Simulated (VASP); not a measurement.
Here is a VASP 6.6.1 calculation.

File INCAR:

```
PREC = Accurate
ENCUT = 520
EDIFF = 1E-8
ISMEAR = -1
SIGMA = 0.05
LREAL = F
LASPH = T
NELM = 150
ALGO = Normal
ISIF = 2
LWAVE = F
LCHARG = F
ISPIN = 2
MAGMOM = 7 7
LORBIT = 11
LMAXMIX = 6
GGA = PE
NBANDS = 29
IBRION = 8
NSW = 1
```

The input KPOINTS:

```
Automatic mesh
0
Gamma
  6 6 4
```

The input POSCAR:

```
Gd
1.0
    3.6360000000      0.0000000000      0.0000000000
   -1.8180000000      3.1488683682      0.0000000000
    0.0000000000      0.0000000000      5.7826000000
Gd
2
Direct
    0.6666666667      0.3333333333      0.7500000000
    0.3333333333      0.6666666667      0.2500000000
```

Potentials or basis: VASP PAW PBE potentials, release 64 (Gd).

Run with:

```sh
$ cat potpaw_PBE.64/Gd/POTCAR > POTCAR
$ mpirun -np 1 vasp_std > vasp.out
```

(1) Predict the highest phonon frequency at Γ.

(2) Estimate the site moments.

(3) Estimate the net moment.

## Answers

(1) 120 cm⁻¹.

(2) Gd +7.01 μB.

(3) 15.39 μB per cell.
